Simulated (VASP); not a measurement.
# Cu16CO in VASP: relaxation of the atoms with LDA

Aim: the relaxation of the atoms of Cu16CO with LDA.

Everything below comes from runs of VASP 6.6.1. Logs are shortened: lines on timing, memory, paths and dates and some standing lists are left out, and cuts for length are marked.

## 1. The cell of the first run

The cell holds a slab with vacuum, 18 atoms: a = 5.112 Å, b = 5.112 Å, c = 24.261 Å, α = 90.00°, β = 90.00°, γ = 60.00°.

## 2. Relaxation of the atoms, LDA

File INCAR:

```
SYSTEM = Cu16CO
PREC = Accurate ; ENCUT = 520
EDIFF = 1E-6 ; ISMEAR = 0
SIGMA = 0.1 ; LREAL = Auto
LASPH = .TRUE. ; NELM = 100
ALGO = Normal ; ISIF = 2
LWAVE = .FALSE. ; LCHARG = .FALSE.
LDIPOL = .TRUE. ; IDIPOL = 3
DIPOL = 0.5 0.5 0.526 ; IBRION = 2
NSW = 100 ; EDIFFG = -0.01
LUSENCCL = .FALSE.
```

File KPOINTS:

```
Automatic mesh
0
G
  6 6 1
  0 0 0
```

File POSCAR:

```
Cu16CO
1.0
    5.1123820280      0.0000000000      0.0000000000
    2.5561910140      4.4274527101      0.0000000000
    0.0000000000      0.0000000000     24.2613636694
Cu C O
16 1 1
Selective dynamics
Direct
    0.0000000000      0.0000000000      0.3709601868  F F F
    0.5000000000      0.0000000000      0.3709601868  F F F
    0.0000000000      0.5000000000      0.3709601868  F F F
    0.5000000000      0.5000000000      0.3709601868  F F F
    0.1666666667      0.1666666667      0.4569867289  F F F
    0.6666666667      0.1666666667      0.4569867289  F F F
    0.1666666667      0.6666666667      0.4569867289  F F F
    0.6666666667      0.6666666667      0.4569867289  F F F
   -0.1666666667      0.3333333333      0.5430132711  T T T
    0.3333333333      0.3333333333      0.5430132711  T T T
   -0.1666666667      0.8333333333      0.5430132711  T T T
    0.3333333333      0.8333333333      0.5430132711  T T T
    0.0000000000      0.0000000000      0.6290398132  T T T
    0.5000000000      0.0000000000      0.6290398132  T T T
    0.0000000000      0.5000000000      0.6290398132  T T T
    0.5000000000      0.5000000000      0.6290398132  T T T
    0.0000000000      0.0000000000      0.7065292744  T T T
    0.0000000000      0.0000000000      0.7547540987  T T T
```

Potentials or basis: VASP PAW LDA potentials, release 64 (Cu, C, O).

On the command line:

```sh
$ cat potpaw_LDA.64/Cu/POTCAR potpaw_LDA.64/C/POTCAR potpaw_LDA.64/O/POTCAR > POTCAR
$ mpirun -np 1 vasp_std > vasp.out
```

OUTCAR:

```text
SYSTEM = Cu16CO
   PREC = Accurate
   ENCUT = 520
   EDIFF = 1E-6
   ISMEAR = 0
   LREAL = Auto
   LASPH = .TRUE.
   NELM = 100
   ISIF = 2
   IBRION = 2
   NSW = 100
   EDIFFG = -0.01

 ion  position               nearest neighbor table
   1  0.000  0.000  0.371-   6 2.56   7 2.56   2 2.56   2 2.56   3 2.56   4 2.56   3 2.56   4 2.56
                             5 2.56
   2  0.500  0.000  0.371-   5 2.56   8 2.56   1 2.56   1 2.56   3 2.56   4 2.56   4 2.56   3 2.56
                             6 2.56
   3  0.000  0.500  0.371-   8 2.56   5 2.56   4 2.56   4 2.56   1 2.56   2 2.56   2 2.56   1 2.56
                             7 2.56
   4  0.500  0.500  0.371-   7 2.56   6 2.56   3 2.56   3 2.56   1 2.56   2 2.56   1 2.56   2 2.56
                             8 2.56
   5  0.167  0.167  0.457-   2 2.56   3 2.56   6 2.56   6 2.56   7 2.56   8 2.56   7 2.56   8 2.56
                             1 2.56  10 2.56   9 2.56  12 2.56
   6  0.667  0.167  0.457-   1 2.56   4 2.56   5 2.56   5 2.56   7 2.56   8 2.56   8 2.56   7 2.56
                             2 2.56   9 2.56  10 2.56  11 2.56
   7  0.167  0.667  0.457-   4 2.56   1 2.56   8 2.56   8 2.56   5 2.56   6 2.56   6 2.56   5 2.56
                             3 2.56  12 2.56  11 2.56  10 2.56
   8  0.667  0.667  0.457-   3 2.56   2 2.56   7 2.56   7 2.56   5 2.56   6 2.56   5 2.56   6 2.56
                             4 2.56  11 2.56  12 2.56   9 2.56
   9  0.833  0.333  0.543-  16 2.56  13 2.56  10 2.56  10 2.56  11 2.56  12 2.56  11 2.56  12 2.56
                            15 2.56   6 2.56   5 2.56   8 2.56
  10  0.333  0.333  0.543-  15 2.56  14 2.56   9 2.56   9 2.56  11 2.56  12 2.56  12 2.56  11 2.56
                            16 2.56   5 2.56   6 2.56   7 2.56
  11  0.833  0.833  0.543-  14 2.56  15 2.56  12 2.56  12 2.56   9 2.56  10 2.56  10 2.56   9 2.56
                            13 2.56   8 2.56   7 2.56   6 2.56
  12  0.333  0.833  0.543-  13 2.56  16 2.56  11 2.56  11 2.56   9 2.56  10 2.56   9 2.56  10 2.56
                            14 2.56   7 2.56   8 2.56   5 2.56
  13  0.000  0.000  0.629-  17 1.88  12 2.56   9 2.56  14 2.56  14 2.56  15 2.56  16 2.56  15 2.56
                            16 2.56  11 2.56
  14  0.500  0.000  0.629-  11 2.56  10 2.56  13 2.56  13 2.56  15 2.56  16 2.56  16 2.56  15 2.56
                            12 2.56
  15  0.000  0.500  0.629-  10 2.56  11 2.56  16 2.56  16 2.56  13 2.56  14 2.56  14 2.56  13 2.56
                             9 2.56
  16  0.500  0.500  0.629-   9 2.56  12 2.56  15 2.56  15 2.56  13 2.56  14 2.56  13 2.56  14 2.56
                            10 2.56
  17  0.000  0.000  0.707-  18 1.17  13 1.88
  18  0.000  0.000  0.755-  17 1.17

  LATTYP: Found a hexagonal cell.
 ALAT       =     5.1123820280
 C/A-ratio  =     4.7456085121

  Lattice vectors:

 A1 = (  -2.5561910140,  -4.4274527101,   0.0000000000)
 A2 = (   5.1123820280,   0.0000000000,   0.0000000000)
 A3 = (   0.0000000000,   0.0000000000,  24.2613636694)

Analysis of symmetry for initial positions (statically):
=====================================================================
 Subroutine PRICEL returns:
 Original cell was already a primitive cell.

 Routine SETGRP: Setting up the symmetry group for a
 hexagonal supercell.

 Subroutine GETGRP returns: Found  6 space group operations
 (whereof  6 operations were pure point group operations)
 out of a pool of 24 trial point group operations.

The static configuration has the point symmetry C_3v.

Analysis of symmetry for dynamics (positions and initial velocities):
=====================================================================
 Subroutine PRICEL returns:
 Original cell was already a primitive cell.

 Routine SETGRP: Setting up the symmetry group for a
 hexagonal supercell.

 Subroutine GETGRP returns: Found  6 space group operations
 (whereof  6 operations were pure point group operations)
 out of a pool of 24 trial point group operations.

The dynamic configuration has the point symmetry C_3v.

Analysis of constrained symmetry for selective dynamics:
=====================================================================
 Subroutine PRICEL returns:
 Original cell was already a primitive cell.

 Routine SETGRP: Setting up the symmetry group for a
 hexagonal supercell.

 Subroutine GETGRP returns: Found  6 space group operations
 (whereof  6 operations were pure point group operations)
 out of a pool of 24 trial point group operations.

The constrained configuration has the point symmetry C_3v.

 Subroutine INISYM returns: Found  6 space group operations
 (whereof  6 operations are pure point group operations),
 and found     1 'primitive' translations

----------------------------------------------------------------------------------------

                                     Primitive cell

  volume of cell :     549.1518

  direct lattice vectors                    reciprocal lattice vectors
     5.112382028  0.000000000  0.000000000     0.195603536 -0.112931754  0.000000000
     2.556191014  4.427452710  0.000000000     0.000000000  0.225863508  0.000000000
     0.000000000  0.000000000 24.261363669     0.000000000  0.000000000  0.041217799

  length of vectors
[... 66 lines left out ...]

 Found      7 irreducible k-points:

 Following reciprocal coordinates:
            Coordinates               Weight
  0.000000  0.000000  0.000000      1.000000
  0.166667  0.000000  0.000000      6.000000
  0.333333  0.000000  0.000000      6.000000
  0.500000  0.000000  0.000000      3.000000
  0.333333  0.166667  0.000000      6.000000
  0.500000  0.166667  0.000000     12.000000
 -0.333333  0.333333  0.000000      2.000000
   k-points           NKPTS =      7   k-points in BZ     NKDIM =      7   number of bands    NBANDS=    111
   number of dos      NEDOS =    301   number of ions     NIONS =     18
   total plane-waves  NPLWV = 288000
   dimension x,y,z NGX =    40 NGY =   40 NGZ =  180
   dimension x,y,z NGXF=    80 NGYF=   80 NGZF=  360
   ions per type =              16   1   1
   NGX,Y,Z   is equivalent  to a cutoff of  13.01, 13.01, 12.33 a.u.
   NGXF,Y,Z  is equivalent  to a cutoff of  26.01, 26.01, 24.67 a.u.
 SYSTEM =  Cu16CO
   PREC   = accura    normal or accurate (medium, high low for compatibility)
   ISTART =      0    job   : 0-new  1-cont  2-samecut
   ICHARG =      2    charge: 1-file 2-atom 10-const
   ISPIN  =      1    spin polarized calculation?
   LNONCOLLINEAR =      F non collinear calculations
   LSORBIT =      F    spin-orbit coupling
   LASPH  =      T    aspherical Exc in radial PAW
   ENCUT  =  520.0 eV  38.22 Ry    6.18 a.u.   9.51  9.51 45.11*2*pi/ulx,y,z
   NELM   =    100;   NELMIN=  2; NELMDL= -5     # of ELM steps
   EDIFF  = 0.1E-05   stopping-criterion for ELM
   LREAL  =      T    real-space projection
   EDIFFG = -.1E-01   stopping-criterion for IOM
   NSW    =    100    number of steps for IOM
   IBRION =      2    ionic relax: 0-MD 1-quasi-New 2-CG
   NFREE  =      1    steps in history (QN), initial steepest desc. (CG)
   ISIF   =      2    stress and relaxation
   ISYM   =      2    0-nonsym 1-usesym 2-fastsym
   POTIM  = 0.5000    time-step for ionic-motion
   TEBEG  =    0.0;   TEEND  =   0.0 temperature during run
   PSTRESS=    0.0 pullay stress
   NELECT =     186.0000    total number of electrons
   NUPDOWN=      -1.0000    fix difference up-down
   EMIN   =  10.00;   EMAX   =-10.00  energy-range for DOS
   EFERMI =   0.00;   METHOD = LEGACY
   ISMEAR =     0;   SIGMA  =   0.10  broadening in eV -4-tet -1-fermi 0-gaus
   EFERMI_NEDOS =   21; number of points for ismear=-14 and -15
   IALGO  =     38    algorithm
   IMIX   =      4    mixing-type and parameters
     AMIX     =   0.40;   BMIX     =  1.00
     AMIX_MAG =   1.60;   BMIX_MAG =  1.00
  volume/ion in A,a.u.               =      30.51       205.88
  Fermi-wavevector in a.u.,A,eV,Ry     =   1.141165  2.156489 17.718281  1.302257
  Thomas-Fermi vector in A             =   2.277865
   LORBIT       =      0    0 simple, 1 ext, 2 COOP (PROOUT), +10 PAW based schemes
   GGA     = CA    functional components
   LHFCALC =     F    Hartree Fock is set to
   AEXX    =    0.0000 exact exchange contribution
   IVDW    =     0    specifies the selected vdW correction
   LEPSILON=     F    determine dielectric tensor
   LRPA    =     F    only Hartree local field effects (RPA)
 conjugate gradient relaxation of ions
 non-spin polarized calculation
 Gauss-broadening in eV      SIGMA  =   0.10
  energy-cutoff  :      520.00
  volume of cell :      549.15
 maximum number of plane-waves:     14839
 NGX is ok and might be reduce to    40
   NGX = 19   NGY = 19   NGZ = 91

--------------------------------------- Ionic step        1  -------------------------------------------

 number of electron     186.0000026 magnetization

 Free energy of the ion-electron system (eV)
  ---------------------------------------------------
  ext. energy  EPLUGINS =         0.00000000
  ---------------------------------------------------
  free energy    TOTEN  =       -86.54487421 eV

  energy without entropy =      -86.53673095  energy(sigma->0) =      -86.54080258

------------------------ aborting loop because EDIFF is reached ----------------------------------------

  FORCE on cell =-STRESS in cart. coord.  units (eV):
  Direction    XX          YY          ZZ          XY          YZ          ZX
  --------------------------------------------------------------------------------------
  -------------------------------------------------------------------------------------
  Total      -17.5978715    -17.5978715    -17.5546033      0.0000000     -0.0000000      0.0000000
  in kB      -51.3426507    -51.3426507    -51.2164134      0.0000000     -0.0000000      0.0000000
  external PRESSURE =     -51.3005716 kB  Pullay stress =       0.0000000 kB
[... 137 lines left out ...]
  FREE ENERGIE OF THE ION-ELECTRON SYSTEM (eV)
  ---------------------------------------------------
  free  energy   TOTEN  =       -86.5715559327 eV

  energy  without entropy=      -86.5634306793  energy(sigma->0) =      -86.56749331

 dipolmoment           0.000000      0.000000      0.001741 electrons x Angstroem

 vacuum level on the upper side and lower side of the slab       (xc-potential included)        -0.054         0.042

[... ionic steps 4 to 55 ...]

--------------------------------------- Ionic step       56  -------------------------------------------

 number of electron     186.0000023 magnetization

------------------------ aborting loop because EDIFF is reached ----------------------------------------
[... 99 lines left out ...]
--------------------------------------- Ionic step       58  -------------------------------------------

 number of electron     186.0000023 magnetization

 dipolmoment           0.000000      0.000000     -0.012015 electrons x Angstroem

 Free energy of the ion-electron system (eV)
  ---------------------------------------------------
  ext. energy  EPLUGINS =         0.00000000
  ---------------------------------------------------
  free energy    TOTEN  =       -86.89759377 eV

  energy without entropy =      -86.89074756  energy(sigma->0) =      -86.89417066

 E-fermi :  -0.4332     XC(G=0):  -5.6358

 val. band max:       -0.5024518642   @ k =   0.3333   0.1667   0.0000
 cond. band min:      -0.2417125610   @ k =   0.3333   0.0000   0.0000
 fundamental gap:      0.2607393032
 Fermi energy:        -0.4331540438

 k-point     1 :       0.0000    0.0000    0.0000
  band No.  band energies     occupation
      1     -24.7379      2.00000
      2     -10.3640      2.00000
      3      -9.5612      2.00000
      4      -8.4152      2.00000
      5      -7.6936      2.00000
      6      -7.6936      2.00000
[... 745 lines left out ...]
    104       3.6325      0.00000
    105       4.0101      0.00000
 [bands above 105 left out]

------------------------ aborting loop because EDIFF is reached ----------------------------------------

 vacuum level on the upper side and lower side of the slab       (xc-potential included)        -0.150        -0.057

  FORCE on cell =-STRESS in cart. coord.  units (eV):
  Direction    XX          YY          ZZ          XY          YZ          ZX
  --------------------------------------------------------------------------------------
  -------------------------------------------------------------------------------------
  Total      -14.4004627    -14.4004627     -3.7527306      0.0000000      0.0000000      0.0000000
  in kB      -42.0140541    -42.0140541    -10.9487750      0.0000000      0.0000000      0.0000000
  external PRESSURE =     -31.6589611 kB  Pullay stress =       0.0000000 kB
[... 33 lines left out ...]
  FREE ENERGIE OF THE ION-ELECTRON SYSTEM (eV)
  ---------------------------------------------------
  free  energy   TOTEN  =       -86.8975937691 eV

  energy  without entropy=      -86.8907475587  energy(sigma->0) =      -86.89417066

 reached required accuracy - stopping structural energy minimisation

 vacuum level on the upper side and lower side of the slab         4.534         4.630
```

Wall time 80 min (1 × NVIDIA H100 80GB with 1 thread of AMD EPYC 7R13 (Zen 3), shared host); peak memory 1.7 GiB.

Results:

```
Free energy               : -86.8976 eV
Energy gained by relaxing : 19.6 meV/atom
Ionic steps               : 58
Band gap on the k mesh    : zero (bands 93 and 94 overlap by 0.53 eV)
```

The path:
| step | energy change (eV) | largest force on free atoms (eV/Å) | pressure (GPa) |
| --- | --- | --- | --- |
| 1 | 0.0000 | 2.1718 | -5.13 |
| 3 | -0.0267 | 1.2472 | -4.83 |
| 5 | -0.1100 | 0.5127 | -4.67 |
| 7 | -0.1907 | 1.5622 | -4.03 |
| 9 | -0.2065 | 2.0058 | -3.83 |
| 11 | -0.2377 | 0.6731 | -3.76 |
| 13 | -0.2424 | 0.6111 | -3.79 |
| 15 | -0.2622 | 0.5021 | -3.80 |
| 17 | -0.3070 | 0.7432 | -3.82 |
| 19 | -0.3058 | 1.7832 | -3.55 |
| 21 | -0.3183 | 0.4315 | -3.66 |
| 23 | -0.3263 | 0.3085 | -3.54 |
| 25 | -0.3352 | 0.4945 | -3.49 |
| 27 | -0.3363 | 0.7090 | -3.46 |
| 29 | -0.3388 | 0.2481 | -3.39 |
| 31 | -0.3391 | 0.1590 | -3.35 |
| 33 | -0.3400 | 0.1633 | -3.35 |
| 35 | -0.3437 | 0.1606 | -3.31 |
| 37 | -0.3487 | 0.1446 | -3.21 |
| 39 | -0.3494 | 0.5058 | -3.25 |
| 41 | -0.3502 | 0.2531 | -3.23 |
| 43 | -0.3512 | 0.1166 | -3.17 |
| 45 | -0.3517 | 0.0972 | -3.17 |
| 47 | -0.3523 | 0.0964 | -3.16 |
| 49 | -0.3522 | 0.2740 | -3.13 |
| 51 | -0.3526 | 0.0301 | -3.16 |
| 53 | -0.3527 | 0.0415 | -3.16 |
| 55 | -0.3527 | 0.0623 | -3.16 |
| 57 | -0.3527 | 0.0104 | -3.17 |
| 58 | -0.3527 | 0.0093 | -3.17 |

Final structure:
```
CELL_PARAMETERS angstrom
5.11238 0.00000 0.00000
2.55619 4.42745 0.00000
0.00000 0.00000 24.26136
ATOMIC_POSITIONS crystal
Cu 0.00000 0.00000 0.37096
Cu 0.50000 0.00000 0.37096
Cu 0.00000 0.50000 0.37096
Cu 0.50000 0.50000 0.37096
Cu 0.16667 0.16667 0.45699
Cu 0.66667 0.16667 0.45699
Cu 0.16667 0.66667 0.45699
Cu 0.66667 0.66667 0.45699
Cu 0.83553 0.32893 0.53848
Cu 0.33333 0.33333 0.53803
Cu 0.83553 0.83553 0.53848
Cu 0.32893 0.83553 0.53848
Cu 0.00000 0.00000 0.62287
Cu 0.49968 0.00065 0.61820
Cu 0.00065 0.49968 0.61820
Cu 0.49968 0.49968 0.61820
C 0.00000 0.00000 0.69737
O 0.00000 0.00000 0.74473
```

Levels at points of the mesh, in eV from the Fermi level:
```tsv
k point	band 89	band 90	band 91	band 92	band 93	band 94	band 95	band 96	band 97	band 98
(0.00, 0.00, 0.00)	-0.71	-0.54	-0.54	-0.39	0.40	0.40	0.68	1.01	1.01	1.04
(0.50, 0.00, 0.00)	-1.57	-1.16	-0.69	-0.30	-0.30	0.22	0.38	0.64	1.38	1.49
```

With open d or f shells a metallic result of LDA can be an artefact of self-interaction; +U or a hybrid may open a gap.
